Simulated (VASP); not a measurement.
# Be16H (a cell with a defect) in VASP: single point with LDA

Aim: the single point of Be16H (a cell with a defect) with LDA.

Program: VASP 6.6.1. These are calculated values, not measurements. Logs are shortened: lines on timing, memory, paths and dates and some standing lists are left out, and cuts for length are marked.

## Step 1: The cell of the first run

The cell holds a defect, 17 atoms: a = 4.580 Å, b = 3.966 Å, c = 7.177 Å, α = 90.00°, β = 90.00°, γ = 90.00°.

## Step 2: Single point, LDA

File INCAR:

```
SYSTEM = Be16H
PREC = Accurate
ENCUT = 520
EDIFF = 1E-6
ISMEAR = 0
SIGMA = 0.15
LREAL = Auto
LASPH = .True.
NELM = 60
ALGO = Normal
ISIF = 2
LWAVE = .False.
LCHARG = .False.
GGA = CA
NBANDS = 30
```

File KPOINTS:

```
Automatic mesh
0
Gamma
  4 4 3
  0 0 0
```

File POSCAR:

```
Be16H
1.0
   -2.2900000000     -3.9663960000      0.0000000000
    3.4350000000     -1.9831980000      0.0000000000
    0.0000000000      0.0000000000      7.1768600000
Be H
16 1
Direct
    0.7492990681      0.4972872972     -0.0008326761
    0.4697207734      0.3081661051      0.2226992027
    0.7794795087      0.5241516957      0.5264437372
    0.4998560451      0.3350996633      0.7499683706
    0.4966440356     -0.0121485178     -0.0060633759
    0.2414007698      0.8285970197      0.2466892206
    0.4994676443     -0.0022466069      0.5003266052
    0.2490580853      0.8292949099      0.7477771616
    0.2417835665      0.5040589134     -0.0055692880
   -0.0016822737      0.3325928947      0.2497831921
    0.2508714898      0.4997853600      0.4993356426
    0.0073796917      0.3283087319      0.7547069331
    0.0000714775      0.0030811306      0.0013476646
    0.7496829795      0.8346390169      0.2488111793
    0.0077345900      0.0038067572      0.5024296141
    0.7524971087      0.8445200521      0.7551812352
    0.6244405735      0.4164538321      0.3745654785
```

Potentials or basis: VASP PAW LDA potentials, release 64 (Be, H).

Run with:

```console
$ cat potpaw_LDA.64/Be/POTCAR potpaw_LDA.64/H/POTCAR > POTCAR
$ mpirun -np 1 vasp_std > vasp.out
```

OUTCAR:

```text
SYSTEM = Be16H
   PREC = Accurate
   ENCUT = 520
   EDIFF = 1E-6
   ISMEAR = 0
   LREAL = Auto
   LASPH = .True.
   NELM = 60
   ISIF = 2
   GGA = CA

 ion  position               nearest neighbor table
   1  0.749  0.497  0.999-   2 2.19   4 2.22  12 2.22  10 2.23  16 2.23  14 2.24   9 2.26   5 2.26
                            13 2.27  13 2.31   9 2.32   5 2.33
   2  0.470  0.308  0.223-  17 1.37   5 2.08   9 2.09  10 2.17   6 2.18   1 2.19  14 2.28   6 2.32
                             7 2.35  11 2.35
   3  0.779  0.524  0.526-  17 1.37  16 2.08  12 2.09  11 2.17  15 2.18   4 2.19   7 2.28  15 2.32
                            14 2.35  10 2.35
   4  0.500  0.335  0.750-   3 2.19   1 2.22   9 2.22  11 2.23   5 2.23   7 2.24  12 2.26  16 2.26
                             8 2.27   8 2.31  12 2.32  16 2.33
   5  0.497  0.988  0.994-   2 2.08  16 2.15   8 2.19   4 2.23   9 2.25   6 2.25  14 2.25   1 2.26
                            13 2.28  13 2.31   1 2.33   9 2.36
   6  0.241  0.829  0.247-   2 2.18  13 2.19   9 2.22  11 2.23  15 2.24   5 2.25  14 2.25  10 2.26
                             7 2.27  10 2.29   2 2.32  14 2.33
   7  0.499  0.998  0.500-   8 2.22  14 2.23   4 2.24  16 2.25  15 2.25   6 2.27  11 2.28   3 2.28
                            11 2.29  15 2.33   2 2.35
   8  0.249  0.829  0.748-   9 2.19  15 2.19   5 2.19  11 2.21   7 2.22  13 2.26  12 2.27   4 2.27
                            12 2.28  16 2.28  16 2.31   4 2.31
   9  0.242  0.504  0.994-   2 2.09  12 2.14   8 2.19   4 2.22   6 2.22   5 2.25  10 2.25   1 2.26
                            13 2.27  13 2.28   1 2.32   5 2.36
  10  0.998  0.333  0.250-   2 2.17  13 2.21   1 2.23  11 2.23  15 2.23   9 2.25   6 2.26  14 2.28
                             6 2.29  14 2.29   3 2.35
  11  0.251  0.500  0.499-   3 2.17   8 2.21   4 2.23  10 2.23   6 2.23  12 2.25  15 2.26   7 2.28
                            15 2.29   7 2.29   2 2.35
  12  0.007  0.328  0.755-   3 2.09   9 2.14  13 2.19   1 2.22  15 2.22  16 2.25  11 2.25   4 2.26
                             8 2.27   8 2.28   4 2.32  16 2.36
  13  0.000  0.003  0.001-  12 2.19   6 2.19  16 2.19  10 2.21  14 2.22   8 2.26   9 2.27   1 2.27
                             9 2.28   5 2.28   5 2.31   1 2.31
  14  0.750  0.835  0.249-  13 2.22   7 2.23   1 2.24   5 2.25   6 2.25  15 2.27  10 2.28   2 2.28
                            10 2.29   6 2.33   3 2.35
  15  0.008  0.004  0.502-   3 2.18   8 2.19  12 2.22  10 2.23   6 2.24  16 2.25   7 2.25  11 2.26
                            14 2.27  11 2.29   3 2.32   7 2.33
  16  0.752  0.845  0.755-   3 2.08   5 2.15  13 2.19   1 2.23  12 2.25  15 2.25   7 2.25   4 2.26
                             8 2.28   8 2.31   4 2.33  12 2.36
  17  0.624  0.416  0.375-   2 1.37   3 1.37

  LATTYP: Found a simple orthorhombic cell.
 ALAT       =     3.9663962620
 B/A-ratio  =     1.1547004875
 C/A-ratio  =     1.8094157835

  Lattice vectors:

 A1 = (  -3.4350000000,   1.9831980000,   0.0000000000)
 A2 = (  -2.2900000000,  -3.9663960000,   0.0000000000)
 A3 = (   0.0000000000,   0.0000000000,   7.1768600000)

Analysis of symmetry for initial positions (statically):
=====================================================================
 Subroutine PRICEL returns:
 Original cell was already a primitive cell.

 Routine SETGRP: Setting up the symmetry group for a
 simple orthorhombic supercell.

 Subroutine GETGRP returns: Found  1 space group operations
 (whereof  1 operations were pure point group operations)
 out of a pool of  8 trial point group operations.

The static configuration has the point symmetry C_1 .

Analysis of symmetry for dynamics (positions and initial velocities):
=====================================================================
 Subroutine PRICEL returns:
 Original cell was already a primitive cell.

 Routine SETGRP: Setting up the symmetry group for a
 simple orthorhombic supercell.

 Subroutine GETGRP returns: Found  1 space group operations
 (whereof  1 operations were pure point group operations)
 out of a pool of  8 trial point group operations.

The dynamic configuration has the point symmetry C_1 .

 Subroutine INISYM returns: Found  1 space group operations
 (whereof  1 operations are pure point group operations),
 and found     1 'primitive' translations

----------------------------------------------------------------------------------------

                                     Primitive cell

  volume of cell :     130.3755

  direct lattice vectors                    reciprocal lattice vectors
    -2.290000000 -3.966396000  0.000000000    -0.109170306 -0.189088533  0.000000000
     3.435000000 -1.983198000  0.000000000     0.218340611 -0.126059022  0.000000000
[... 56 lines left out ...]
     0.054585153 -0.031514755  0.000000000     0.000000000  0.250000000  0.000000000
     0.000000000  0.000000000  0.046445567     0.000000000  0.000000000  0.333333333

  Length of vectors
     0.054585156  0.063029507  0.046445567

  Shift w.r.t. Gamma in fractional coordinates (k-lattice)
     0.000000000  0.000000000  0.000000000

 Subroutine IBZKPT returns following result:
 ===========================================

 Found     26 irreducible k-points:

 Following reciprocal coordinates:
            Coordinates               Weight
  0.000000  0.000000  0.000000      1.000000
  0.250000  0.000000  0.000000      2.000000
  0.500000  0.000000  0.000000      1.000000
  0.000000  0.250000  0.000000      2.000000
  0.250000  0.250000  0.000000      2.000000
 -0.250000  0.250000  0.000000      2.000000
[... 16 lines left out ...]
  0.000000  0.500000  0.333333      2.000000
  0.250000  0.500000  0.333333      2.000000
 [... further k-points ...]
   k-points           NKPTS =     26   k-points in BZ     NKDIM =     26   number of bands    NBANDS=     30
   number of dos      NEDOS =    301   number of ions     NIONS =     17
   total plane-waves  NPLWV =  58320
   dimension x,y,z NGX =    36 NGY =   30 NGZ =   54
   dimension x,y,z NGXF=    72 NGYF=   60 NGZF=  108
   ions per type =              16   1
   NGX,Y,Z   is equivalent  to a cutoff of  13.07, 12.57, 12.51 a.u.
   NGXF,Y,Z  is equivalent  to a cutoff of  26.13, 25.15, 25.02 a.u.
 SYSTEM =  Be16H
   PREC   = accura    normal or accurate (medium, high low for compatibility)
   ISTART =      0    job   : 0-new  1-cont  2-samecut
   ICHARG =      2    charge: 1-file 2-atom 10-const
   ISPIN  =      1    spin polarized calculation?
   LNONCOLLINEAR =      F non collinear calculations
   LSORBIT =      F    spin-orbit coupling
   LASPH  =      T    aspherical Exc in radial PAW
   ENCUT  =  520.0 eV  38.22 Ry    6.18 a.u.   8.52  7.37 13.34*2*pi/ulx,y,z
   NELM   =     60;   NELMIN=  2; NELMDL= -5     # of ELM steps
   EDIFF  = 0.1E-05   stopping-criterion for ELM
   LREAL  =      T    real-space projection
   EDIFFG = 0.1E-04   stopping-criterion for IOM
   NSW    =      0    number of steps for IOM
   IBRION =     -1    ionic relax: 0-MD 1-quasi-New 2-CG
   NFREE  =      0    steps in history (QN), initial steepest desc. (CG)
   ISIF   =      2    stress and relaxation
   ISYM   =      2    0-nonsym 1-usesym 2-fastsym
   POTIM  = 0.5000    time-step for ionic-motion
   TEBEG  =    0.0;   TEEND  =   0.0 temperature during run
   PSTRESS=    0.0 pullay stress
   NELECT =      33.0000    total number of electrons
   NUPDOWN=      -1.0000    fix difference up-down
   EMIN   =  10.00;   EMAX   =-10.00  energy-range for DOS
   EFERMI =   0.00;   METHOD = LEGACY
   ISMEAR =     0;   SIGMA  =   0.15  broadening in eV -4-tet -1-fermi 0-gaus
   EFERMI_NEDOS =   21; number of points for ismear=-14 and -15
   IALGO  =     38    algorithm
   IMIX   =      4    mixing-type and parameters
     AMIX     =   0.40;   BMIX     =  1.00
     AMIX_MAG =   1.60;   BMIX_MAG =  1.00
  volume/ion in A,a.u.               =       7.67        51.75
  Fermi-wavevector in a.u.,A,eV,Ry     =   1.035573  1.956950 14.591049  1.072412
  Thomas-Fermi vector in A             =   2.169923
   LORBIT       =      0    0 simple, 1 ext, 2 COOP (PROOUT), +10 PAW based schemes
   GGA     = CA    functional components
   LHFCALC =     F    Hartree Fock is set to
   AEXX    =    0.0000 exact exchange contribution
   IVDW    =     0    specifies the selected vdW correction
   LEPSILON=     F    determine dielectric tensor
   LRPA    =     F    only Hartree local field effects (RPA)
 non-spin polarized calculation
 Gauss-broadening in eV      SIGMA  =   0.15
  energy-cutoff  :      520.00
  volume of cell :      130.38
 maximum number of plane-waves:      3529
 NGX is ok and might be reduce to    36
   NGX = 17   NGY = 15   NGZ = 27

 number of electron      33.0000001 magnetization

 Free energy of the ion-electron system (eV)
  ---------------------------------------------------
  ext. energy  EPLUGINS =         0.00000000
  ---------------------------------------------------
  free energy    TOTEN  =       -68.40609729 eV

  energy without entropy =      -68.37446172  energy(sigma->0) =      -68.39027951

 E-fermi :   7.2056     XC(G=0): -10.5990

 val. band max:        7.1925981989   @ k =   0.5000   0.0000   0.3333
 cond. band min:       7.2057829161   @ k =   0.0000   0.5000   0.0000
 fundamental gap:      0.0131847173
 Fermi energy:         7.2056060593

 k-point     1 :       0.0000    0.0000    0.0000
  band No.  band energies     occupation
      1      -5.0359      2.00000
      2      -3.0777      2.00000
      3      -2.3714      2.00000
      4      -0.1360      2.00000
      5       0.8050      2.00000
      6       1.5995      2.00000
[... 733 lines left out ...]
     27      12.9315      0.00000
     28      13.0537      0.00000

 [... further k-points ...]

 [bands above 28 left out]

------------------------ aborting loop because EDIFF is reached ----------------------------------------

  FORCE on cell =-STRESS in cart. coord.  units (eV):
  Direction    XX          YY          ZZ          XY          YZ          ZX
  --------------------------------------------------------------------------------------
  -------------------------------------------------------------------------------------
  Total       -2.6697344     -4.4460048     -1.8386980     -0.6563207     -1.7970088      0.3125585
  in kB      -32.8082158    -54.6367033    -22.5956568     -8.0654883    -22.0833402      3.8410139
  external PRESSURE =     -36.6801920 kB  Pullay stress =       0.0000000 kB

 VOLUME and BASIS-vectors are now :
 -----------------------------------------------------------------------------
  energy-cutoff  :      520.00
  volume of cell :      130.38
      direct lattice vectors                 reciprocal lattice vectors
    -2.290000000 -3.966396000  0.000000000    -0.109170306 -0.189088533  0.000000000
     3.435000000 -1.983198000  0.000000000     0.218340611 -0.126059022  0.000000000
     0.000000000  0.000000000  7.176860000     0.000000000  0.000000000  0.139336702

 POSITION                                       TOTAL-FORCE (eV/Angst)
 -----------------------------------------------------------------------------------
     -0.00771     -3.95824      7.17088         0.002138      0.001375      0.001967
     -0.01711     -2.47425      1.59828         0.007310     -0.004165      0.022430
      0.01545     -4.13122      3.77821        -0.008407      0.005284     -0.023507
      0.00640     -2.64720      5.38242        -0.002543     -0.001729     -0.002043
      2.25595     -3.92899      7.13334         0.000712      0.001889      0.001295
      2.29342     -2.60076      1.77045        -0.003336      0.004014      0.003296
[... 9 lines left out ...]
      1.17771     -4.65955      5.41983        -0.001082     -0.002338     -0.002062
      0.00055     -3.30269      2.68820         0.002678     -0.000368      0.001079
 -----------------------------------------------------------------------------------
    total drift:                               -0.001679     -0.000187     -0.001023

  FREE ENERGIE OF THE ION-ELECTRON SYSTEM (eV)
  ---------------------------------------------------
  free  energy   TOTEN  =       -68.4060972921 eV

  energy  without entropy=      -68.3744617193  energy(sigma->0) =      -68.39027951
```

Run time: 3.2 min. Hardware: 1 thread of Intel Xeon 8259CL, shared host; peak memory 0.23 GiB.

Results:

- Free energy: -68.4061 eV
- Pressure: -3.7 GPa
- Largest force: 0.026 eV/Å
- Band gap on the k mesh: zero (an odd number of electrons rules out a gap without spin polarisation)

Forces in eV/Å, atoms in the order of the input:
```
Be   0.002  0.001  0.002
Be   0.007 -0.004  0.022
Be  -0.008  0.005 -0.024
Be  -0.003 -0.002 -0.002
Be   0.001  0.002  0.001
Be  -0.003  0.004  0.003
Be  -0.007 -0.007 -0.004
Be  -0.006 -0.007  0.000
Be   0.005  0.006 -0.001
Be  -0.001  0.008  0.007
Be   0.001 -0.008 -0.007
Be  -0.005 -0.006  0.000
Be   0.006  0.007  0.001
Be   0.006  0.006  0.004
Be   0.003 -0.004 -0.003
Be  -0.001 -0.002 -0.002
H    0.003  0.000  0.001
```

Stress tensor (GPa, compression positive):
```
-3.28 -0.81  0.38
-0.81 -5.46 -2.21
 0.38 -2.21 -2.26
```

Caveat: the k points lie up to 0.40 Å⁻¹ apart, too coarse for converged energies and pressures of a metal.
